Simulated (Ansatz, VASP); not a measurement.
**One calculation of HfN, two programs**

File INCAR:

```
  PREC = Accurate
  ENCUT = 520
  EDIFF = 1E-6
  ISMEAR = 0
  SIGMA = 0.05
  LREAL = F
  LASPH = T
  NELM = 80
  ALGO = Normal
  ISIF = 2
  LWAVE = F
  LCHARG = T
  GGA = PS
  IVDW = 12
  LELF = T
  LVHAR = T
  NBANDS = 14
```

The input KPOINTS:

```
regular mesh
0
Gamma
  10 10 10
```

The input POSCAR:

```
HfN
1.0
    0.0000000000      2.2590026142      2.2590026142
    2.2590026142      0.0000000000      2.2590026142
    2.2590026142      2.2590026142      0.0000000000
Hf N
1 1
Direct
    0.5000000000      0.5000000000      0.5000000000
    0.0000000000      0.0000000000      0.0000000000
```

Input for Ansatz:

```yaml
crystal:
  lattice:
    - [0.0, 2.2590026142, 2.2590026142]
    - [2.2590026142, 0.0, 2.2590026142]
    - [2.2590026142, 2.2590026142, 0.0]
  atoms:
    - { symbol: Hf, position: [0.5, 0.5, 0.5] }
    - { symbol: "N", position: [0.0, 0.0, 0.0] }
basis:
  ecutwfc: 420
  ecutrho_ratio: 4
kpoints:
  mp_grid: { grid: [10, 10, 10] }
hamiltonian:
  xc: pbesol
  dispersion: d3bj
scf:
  occupations: { method: gaussian, width: 0.05 }
output:
  forces: true
  stress: true
  eigenvalues: true
```

Alike in both runs: task single point; functional PBEsol; dispersion D3(BJ); k mesh 10 × 10 × 10; occupations gaussian, width 0.05 eV; no spin polarisation.

|  | VASP | Ansatz |
| --- | --- | --- |
| version | VASP 6.6.1 | Ansatz 0.2.0 |
| potentials or method | VASP PAW PBE potentials, release 64 (Hf_pv, N), cutoff 520 eV | scalar-relativistic, plane waves, PAW |
| valence electrons in the cell | 15 | 31 |

```csv
,VASP,Ansatz,Ansatz less VASP
gap on the k mesh at the Fermi level (eV),none,none,-
pressure (GPa),-10.6,-8.5,+2.14
```

VASP's potentials were made for PBE, not for PBEsol. A gap of «none» marks a metal or a gap that the smearing closes. VASP's potentials hold 15 valence electrons a cell and Ansatz's 31, so a difference there can come from the potentials and not from the codes.

Spin-orbit coupling is off throughout.
